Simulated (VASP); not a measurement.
A run of VASP 6.6.1 is set up as follows.

The input INCAR:

```
SYSTEM = CoSi2
ALGO = Normal
EDIFF = 1E-6
ENCUT = 520
GGA = PS
ISIF = 2
ISMEAR = -1
ISPIN = 2
LASPH = .TRUE.
LCHARG = .FALSE.
LMAXMIX = 4
LORBIT = 11
LREAL = .FALSE.
LWAVE = .FALSE.
MAGMOM = 3 0 0
NBANDS = 20
NELM = 150
NUPDOWN = 3.0
PREC = Accurate
SIGMA = 0.05
```

KPOINTS

```
k-points
0
G
  7 7 7
  0 0 0
```

File POSCAR:

```
CoSi2
1.0
    0.0000000000      2.6780000000      2.6780000000
    2.6780000000      0.0000000000      2.6780000000
    2.6780000000      2.6780000000      0.0000000000
Co Si
1 2
Direct
    0.0000000000      0.0000000000      0.0000000000
    0.7500000000      0.7500000000      0.7500000000
    0.2500000000      0.2500000000      0.2500000000
```

Potentials or basis: VASP PAW PBE potentials, release 64 (Co, Si).

Command:

```console
$ cat potpaw_PBE.64/Co/POTCAR potpaw_PBE.64/Si/POTCAR > POTCAR
$ mpirun -np 1 vasp_std > vasp.out
```

(1) Estimate the pressure.

Results:

(1) 20.6 GPa.

Caveat: the PAW data sets were made with another functional, which shifts forces and pressure a little; the total moment is fixed, so each spin has its own Fermi level.
